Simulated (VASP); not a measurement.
Wanted: the native input for a VASP 6.6.1 run.

| Item | Value |
| --- | --- |
| Task | relaxation of cell and atoms |
| Functional | PBE |
| Dispersion | D3(BJ) |
| Potentials or basis | VASP PAW PBE potentials, release 64 (Na_sv, C) |
| Cutoff | 970 eV |
| k mesh | 6 × 6 × 6 |
| Occupations | gaussian, width 0.1 eV |
| Spin | no spin polarisation |
| Dipole correction | no |
| Further INCAR settings | ALGO = Normal; EDIFF = 1e-07; IBRION = 2; EDIFFG = -0.04; NSW = 90; ISIF = 3 |

The structure of NaC8 lies in POSCAR:

```
NaC8
1.0
    4.9120360200      0.0000000000      0.0000000000
   -2.4560180100      4.2539479800      0.0000000000
    0.0000000000      0.0000000000      3.3326681100
Na C
1 8
Direct
    0.0000000000      0.0000000000      0.5000000000
    0.3333333300      0.1666666700      0.0000000000
    0.3333333300      0.6666666700      0.0000000000
    0.8333333300      0.1666666700      0.0000000000
    0.8333333300      0.6666666700      0.0000000000
    0.1666666700      0.3333333300      0.0000000000
    0.1666666700      0.8333333300      0.0000000000
    0.6666666700      0.3333333300      0.0000000000
    0.6666666700      0.8333333300      0.0000000000
```

The input as run:

INCAR

```
SYSTEM = NaC8
ALGO = Normal ; EDIFF = 1E-7
EDIFFG = -0.04 ; ENCUT = 970
GGA = PE ; GGA_COMPAT = .False.
IBRION = 2 ; ISIF = 3
ISMEAR = 0 ; IVDW = 12
LASPH = .True. ; LCHARG = .False.
LREAL = .False. ; LWAVE = .False.
NELM = 120 ; NELMIN = 4
NSW = 90 ; PREC = Accurate
SIGMA = 0.1
```

KPOINTS

```
k-points
0
Gamma
  6 6 6
  0 0 0
```

Potentials or basis: VASP PAW PBE potentials, release 64 (Na_sv, C).

Launch:

```sh
$ cat potpaw_PBE.64/Na_sv/POTCAR potpaw_PBE.64/C/POTCAR > POTCAR
$ mpirun -np 1 vasp_std > vasp.out
```

Results of the run:

The relaxed volume is 10.36 Å³/atom, the relaxed cell is a = 4.974 Å, b = 4.974 Å, c = 4.353 Å, α = 90.00°, β = 90.00°, γ = 120.00° and the space group after relaxing (to 0.1 Å) is P6/mmm (No. 191). The energy gained by relaxing is 243.0 meV/atom, the ionic steps are 16 and the pressure after relaxing is 0.4 GPa. The largest force after relaxing is 0.027 eV/Å. The band gap on the k mesh is zero (an odd number of electrons rules out a gap without spin polarisation) and the dispersion energy per atom is -0.130 eV.

Caveat: the volume moved by over 15 % at a fixed basis, so the end points are rough.

It took 12 min on 1 thread of AMD EPYC 9R45 96-Core Processor (Zen 5), on a shared host, peak memory 0.32 GiB.
